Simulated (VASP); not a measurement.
# AlN (F-43m) in VASP: single point with PBE

Aim: the single point of AlN with PBE.

Everything below comes from runs of VASP 6.6.1. Logs are shortened: lines on timing, memory, paths and dates and some standing lists are left out, and cuts for length are marked.

### 1 The cell of the first run

It takes space group F-43m (No. 216, cubic). Conventional cell: a = 4.368 Å, b = 4.368 Å, c = 4.368 Å, α = 90.00°, β = 90.00°, γ = 90.00°. Al (site symmetry -43m) has 4 N at 1.89 Å within 2.5 Å. Within 2.5 Å of N (site symmetry -43m) lie 4 Al at 1.89 Å.

### 2 Single point, PBE

File INCAR:

```
  PREC = Accurate
  ENCUT = 520
  EDIFF = 1E-7
  ISMEAR = 0
  SIGMA = 0.01
  LREAL = False
  LASPH = True
  NELM = 80
  ALGO = Normal
  ISIF = 2
  LWAVE = False
  LCHARG = True
  GGA = PE
  LELF = True
  LVHAR = True
  NBANDS = 11
```

File KPOINTS:

```
regular mesh
0
Gamma
  7 7 7
```

File POSCAR:

```
AlN
1.0
    0.0000000000      2.1839940000      2.1839940000
    2.1839940000      0.0000000000      2.1839940000
    2.1839940000      2.1839940000      0.0000000000
Al N
1 1
Direct
    0.0000000000      0.0000000000      0.0000000000
    0.7500000000      0.7500000000      0.7500000000
```

Potentials or basis: VASP PAW PBE potentials, release 64 (Al, N).

Launch:

```sh
$ cat potpaw_PBE.64/Al/POTCAR potpaw_PBE.64/N/POTCAR > POTCAR
$ mpirun -np 1 vasp_std > vasp.out
```

OUTCAR:

```text
PREC = Accurate
   ENCUT = 520
   EDIFF = 1E-7
   ISMEAR = 0
   LREAL = False
   LASPH = True
   NELM = 80
   ISIF = 2
   GGA = PE

 ion  position               nearest neighbor table
   1  0.000  0.000  0.000-   2 1.89   2 1.89   2 1.89   2 1.89
   2  0.750  0.750  0.750-   1 1.89   1 1.89   1 1.89   1 1.89

  LATTYP: Found a face centered cubic cell.
 ALAT       =     4.3679880000

  Lattice vectors:

 A1 = (   0.0000000000,   2.1839940000,   2.1839940000)
 A2 = (   2.1839940000,   0.0000000000,   2.1839940000)
 A3 = (   2.1839940000,   2.1839940000,   0.0000000000)

Analysis of symmetry for initial positions (statically):
=====================================================================
 Subroutine PRICEL returns:
 Original cell was already a primitive cell.

 Routine SETGRP: Setting up the symmetry group for a
 face centered cubic supercell.

 Subroutine GETGRP returns: Found 24 space group operations
 (whereof 24 operations were pure point group operations)
 out of a pool of 48 trial point group operations.

The static configuration has the point symmetry T_d .

Analysis of symmetry for dynamics (positions and initial velocities):
=====================================================================
 Subroutine PRICEL returns:
 Original cell was already a primitive cell.

 Routine SETGRP: Setting up the symmetry group for a
 face centered cubic supercell.

 Subroutine GETGRP returns: Found 24 space group operations
 (whereof 24 operations were pure point group operations)
 out of a pool of 48 trial point group operations.

The dynamic configuration has the point symmetry T_d .

 Subroutine INISYM returns: Found 24 space group operations
 (whereof 24 operations are pure point group operations),
 and found     1 'primitive' translations

----------------------------------------------------------------------------------------

                                     Primitive cell

  volume of cell :      20.8346

  direct lattice vectors                    reciprocal lattice vectors
     0.000000000  2.183994000  2.183994000    -0.228938358  0.228938358  0.228938358
     2.183994000  0.000000000  2.183994000     0.228938358 -0.228938358  0.228938358
     2.183994000  2.183994000  0.000000000     0.228938358  0.228938358 -0.228938358

  length of vectors
     3.088633935  3.088633935  3.088633935     0.396532868  0.396532868  0.396532868

  position of ions in fractional coordinates (direct lattice)
     0.000000000  0.000000000  0.000000000
     0.750000000  0.750000000  0.750000000

  ion indices of the primitive-cell ions
   primitive index   ion index
                 1           1
                 2           2

----------------------------------------------------------------------------------------

 KPOINTS: regular mesh

Automatic generation of k-mesh.
 Grid dimensions read from file:
 generate k-points for:    7    7    7

 Generating k-lattice:

  Cartesian coordinates                     Fractional coordinates (reciprocal lattice)
    -0.032705480  0.032705480  0.032705480     0.142857143  0.000000000  0.000000000
     0.032705480 -0.032705480  0.032705480     0.000000000  0.142857143  0.000000000
     0.032705480  0.032705480 -0.032705480     0.000000000  0.000000000  0.142857143

  Length of vectors
     0.056647553  0.056647553  0.056647553

  Shift w.r.t. Gamma in fractional coordinates (k-lattice)
     0.000000000  0.000000000  0.000000000

 Subroutine IBZKPT returns following result:
 ===========================================

 Found     20 irreducible k-points:

 Following reciprocal coordinates:
            Coordinates               Weight
  0.000000  0.000000  0.000000      1.000000
  0.142857  0.000000  0.000000      8.000000
  0.285714  0.000000  0.000000      8.000000
  0.428571  0.000000  0.000000      8.000000
  0.142857  0.142857  0.000000      6.000000
  0.285714  0.142857  0.000000     24.000000
[... 12 lines left out ...]
 -0.428571  0.428571  0.142857     24.000000
 -0.285714  0.428571  0.142857     24.000000
   k-points           NKPTS =     20   k-points in BZ     NKDIM =     20   number of bands    NBANDS=     11
   number of dos      NEDOS =    301   number of ions     NIONS =      2
   total plane-waves  NPLWV =  13824
   dimension x,y,z NGX =    24 NGY =   24 NGZ =   24
   dimension x,y,z NGXF=    48 NGYF=   48 NGZF=   48
   ions per type =               1   1
   NGX,Y,Z   is equivalent  to a cutoff of  12.92, 12.92, 12.92 a.u.
   NGXF,Y,Z  is equivalent  to a cutoff of  25.84, 25.84, 25.84 a.u.
 SYSTEM =  unknown system
   PREC   = accura    normal or accurate (medium, high low for compatibility)
   ISTART =      0    job   : 0-new  1-cont  2-samecut
   ICHARG =      2    charge: 1-file 2-atom 10-const
   ISPIN  =      1    spin polarized calculation?
   LNONCOLLINEAR =      F non collinear calculations
   LSORBIT =      F    spin-orbit coupling
   LASPH  =      T    aspherical Exc in radial PAW
   ENCUT  =  520.0 eV  38.22 Ry    6.18 a.u.   5.74  5.74  5.74*2*pi/ulx,y,z
   NELM   =     80;   NELMIN=  2; NELMDL= -5     # of ELM steps
   EDIFF  = 0.1E-06   stopping-criterion for ELM
   LREAL  =      F    real-space projection
   EDIFFG = 0.1E-05   stopping-criterion for IOM
   NSW    =      0    number of steps for IOM
   IBRION =     -1    ionic relax: 0-MD 1-quasi-New 2-CG
   NFREE  =      0    steps in history (QN), initial steepest desc. (CG)
   ISIF   =      2    stress and relaxation
   ISYM   =      2    0-nonsym 1-usesym 2-fastsym
   POTIM  = 0.5000    time-step for ionic-motion
   TEBEG  =    0.0;   TEEND  =   0.0 temperature during run
   PSTRESS=    0.0 pullay stress
   NELECT =       8.0000    total number of electrons
   NUPDOWN=      -1.0000    fix difference up-down
   EMIN   =  10.00;   EMAX   =-10.00  energy-range for DOS
   EFERMI =   0.00;   METHOD = LEGACY
   ISMEAR =     0;   SIGMA  =   0.01  broadening in eV -4-tet -1-fermi 0-gaus
   EFERMI_NEDOS =   21; number of points for ismear=-14 and -15
   IALGO  =     38    algorithm
   IMIX   =      4    mixing-type and parameters
     AMIX     =   0.40;   BMIX     =  1.00
     AMIX_MAG =   1.60;   BMIX_MAG =  1.00
  volume/ion in A,a.u.               =      10.42        70.30
  Fermi-wavevector in a.u.,A,eV,Ry     =   1.189899  2.248583 19.263936  1.415859
  Thomas-Fermi vector in A             =   2.325996
   LORBIT       =      0    0 simple, 1 ext, 2 COOP (PROOUT), +10 PAW based schemes
   GGA     = PE    functional components
   LHFCALC =     F    Hartree Fock is set to
   AEXX    =    0.0000 exact exchange contribution
   IVDW    =     0    specifies the selected vdW correction
   LEPSILON=     F    determine dielectric tensor
   LRPA    =     F    only Hartree local field effects (RPA)
 non-spin polarized calculation
 Gauss-broadening in eV      SIGMA  =   0.01
  energy-cutoff  :      520.00
  volume of cell :       20.83
 maximum number of plane-waves:       567
   NGX = 11   NGY = 11   NGZ = 11

 number of electron       8.0000000 magnetization

 Free energy of the ion-electron system (eV)
  ---------------------------------------------------
  ext. energy  EPLUGINS =         0.00000000
  ---------------------------------------------------
  free energy    TOTEN  =       -14.83999694 eV

  energy without entropy =      -14.83999694  energy(sigma->0) =      -14.83999694

 E-fermi :   6.0156     XC(G=0): -10.9335

 val. band max:        5.9706695179   @ k =   0.0000   0.0000   0.0000
 cond. band min:       9.5898002066   @ k =   0.4286   0.4286   0.0000
 fundamental gap:      3.6191306887
 Fermi energy:         6.0155931060

 k-point     1 :       0.0000    0.0000    0.0000
  band No.  band energies     occupation
      1      -9.0102      2.00000
      2       5.9707      2.00000
      3       5.9707      2.00000
      4       5.9707      2.00000
      5      10.1663      0.00000
      6      18.5305      0.00000
      7      18.5305      0.00000
      8      18.5305      0.00000
      9      23.6588      0.00000
     10      23.6588      0.00000
     11      25.0607      0.00000

 k-point     2 :       0.1429    0.0000    0.0000
  band No.  band energies     occupation
      1      -8.7154      2.00000
      2       4.5094      2.00000
      3       5.8703      2.00000
      4       5.8703      2.00000
      5      11.3144      0.00000
      6      17.8153      0.00000
      7      18.7146      0.00000
      8      18.7146      0.00000
      9      21.9715      0.00000
     10      21.9715      0.00000
     11      23.8388      0.00000

 k-point     3 :       0.2857    0.0000    0.0000
  band No.  band energies     occupation
      1      -7.9346      2.00000
      2       2.1318      2.00000
      3       5.6628      2.00000
      4       5.6628      2.00000
      5      12.7009      0.00000
      6      16.6790      0.00000
      7      18.0377      0.00000
      8      18.0377      0.00000
      9      22.7110      0.00000
     10      22.7110      0.00000
     11      23.1937      0.00000

 k-point     4 :       0.4286    0.0000    0.0000
  band No.  band energies     occupation
      1      -7.1084      2.00000
      2       0.3830      2.00000
      3       5.5120      2.00000
      4       5.5120      2.00000
      5      13.2870      0.00000
      6      15.9419      0.00000
      7      17.2294      0.00000
      8      17.2294      0.00000
      9      23.7773      0.00000
     10      25.2945      0.00000
     11      25.2945      0.00000
[... 183 lines left out ...]
 k-point    18 :      -0.4286    0.2857    0.1429
  band No.  band energies     occupation
      1      -6.6750      2.00000
      2       1.1826      2.00000
      3       3.4911      2.00000
      4       4.7213      2.00000
      5      12.7674      0.00000
      6      15.6897      0.00000
      7      17.7951      0.00000
      8      19.0130      0.00000
      9      22.5437      0.00000
     10      25.0704      0.00000
     11      28.7147      0.00000

 k-point    19 :      -0.4286    0.4286    0.1429
  band No.  band energies     occupation
      1      -6.4391      2.00000
      2       1.5154      2.00000
      3       3.4979      2.00000
      4       3.8568      2.00000
      5      11.0697      0.00000
      6      15.9968      0.00000
      7      18.3619      0.00000
      8      19.9394      0.00000
      9      22.1385      0.00000
     10      26.6801      0.00000
     11      30.4613      0.00000

 k-point    20 :      -0.2857    0.4286    0.1429
  band No.  band energies     occupation
      1      -6.3316      2.00000
      2       1.9981      2.00000
      3       2.2993      2.00000
      4       3.9872      2.00000
      5      11.9584      0.00000
      6      16.6025      0.00000
      7      18.3296      0.00000
      8      18.8208      0.00000
      9      22.7180      0.00000
     10      24.8493      0.00000
     11      30.8284      0.00000

------------------------ aborting loop because EDIFF is reached ----------------------------------------

  FORCE on cell =-STRESS in cart. coord.  units (eV):
  Direction    XX          YY          ZZ          XY          YZ          ZX
  --------------------------------------------------------------------------------------
  -------------------------------------------------------------------------------------
  Total        0.5962688      0.5962688      0.5962688      0.0000000      0.0000000      0.0000000
  in kB       45.8530660     45.8530660     45.8530660      0.0000000      0.0000000      0.0000000
  external PRESSURE =      45.8530660 kB  Pullay stress =       0.0000000 kB

 VOLUME and BASIS-vectors are now :
 -----------------------------------------------------------------------------
  energy-cutoff  :      520.00
  volume of cell :       20.83
      direct lattice vectors                 reciprocal lattice vectors
     0.000000000  2.183994000  2.183994000    -0.228938358  0.228938358  0.228938358
     2.183994000  0.000000000  2.183994000     0.228938358 -0.228938358  0.228938358
     2.183994000  2.183994000  0.000000000     0.228938358  0.228938358 -0.228938358

 POSITION                                       TOTAL-FORCE (eV/Angst)
 -----------------------------------------------------------------------------------
      0.00000      0.00000      0.00000        -0.000000     -0.000000     -0.000000
      3.27599      3.27599      3.27599         0.000000      0.000000      0.000000
 -----------------------------------------------------------------------------------
    total drift:                               -0.000000     -0.000000     -0.000000

  FREE ENERGIE OF THE ION-ELECTRON SYSTEM (eV)
  ---------------------------------------------------
  free  energy   TOTEN  =       -14.8399969368 eV

  energy  without entropy=      -14.8399969368  energy(sigma->0) =      -14.83999694
```

Run time: 3.1 s. Hardware: 1 thread of Intel Xeon Platinum 8559C (Emerald Rapids), shared host; peak memory 0.13 GiB.

What came out:

```yaml
Free_energy: -14.8400 eV
Pressure: 4.6 GPa
Band_gap_on_the_k_mesh: 3.62 eV, indirect (least direct gap 4.20 eV)
```

Levels at points of the mesh, in eV from the valence-band top:
| k point | band 2 | band 3 | band 4 | band 5 | band 6 | band 7 |
| --- | --- | --- | --- | --- | --- | --- |
| (0.00, 0.00, 0.00) | 0.00 | 0.00 | 0.00 | 4.20 | 12.56 | 12.56 |

A k mesh can miss the band edges.
